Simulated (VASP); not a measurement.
Input of a VASP 6.6.1 run:

The input POSCAR:

```
GaAs
1.0
    0.0000000000      2.7350603505      2.9151945716
    2.7350603505      0.0000000000      2.9151945716
    2.7350603505      2.7350603505      0.0000000000
Ga As
1 1
Direct
    0.0000000000      0.0000000000      0.0000000000
    0.2500000000      0.2500000000      0.2500000000
```

Contents of INCAR.step1:

```
SYSTEM = GaAs
PREC = Accurate
ENCUT = 520
EDIFF = 1E-5
ISMEAR = 0
SIGMA = 0.01
LREAL = .False.
LASPH = .True.
NELM = 100
ALGO = Normal
ISIF = 2
LWAVE = .True.
LCHARG = .False.
GGA = PE
NBANDS = 16
```

Contents of INCAR.step2:

```
SYSTEM = GaAs
PREC = Accurate
ENCUT = 520
EDIFF = 1E-6
ISMEAR = 0
SIGMA = 0.01
LREAL = .False.
LASPH = .True.
NELM = 100
ALGO = Normal
ISIF = 2
LWAVE = .False.
LCHARG = .False.
GGA = PE
LHFCALC = .True.
HFSCREEN = 0.2079
PRECFOCK = Normal
ISTART = 1
NBANDS = 16
```

The input KPOINTS:

```
regular mesh
0
Gamma
  6 6 6
  0 0 0
```

Potentials or basis: VASP PAW PBE potentials, release 64 (Ga_d, As).

Launch:

```bash
$ cat potpaw_PBE.64/Ga_d/POTCAR potpaw_PBE.64/As/POTCAR > POTCAR
$ cp INCAR.step1 INCAR
$ mpirun -np 1 vasp_std > vasp.out
$ cp INCAR.step2 INCAR
$ mpirun -np 1 vasp_std > vasp.out
```

Estimate the band gap on the k mesh.

1.54 eV.

Predict the pressure.

3.8 GPa.

Stress tensor (GPa, compression positive):
```
5.49 0.00 0.00
0.00 5.49 0.00
0.00 0.00 0.55
```

Caveat: the cell differs from its parent crystal (epitaxial xy strain -3.5%); the cell stands under pressure; the PAW data sets were made with another functional, which shifts forces and pressure a little. A k mesh can miss the band edges.
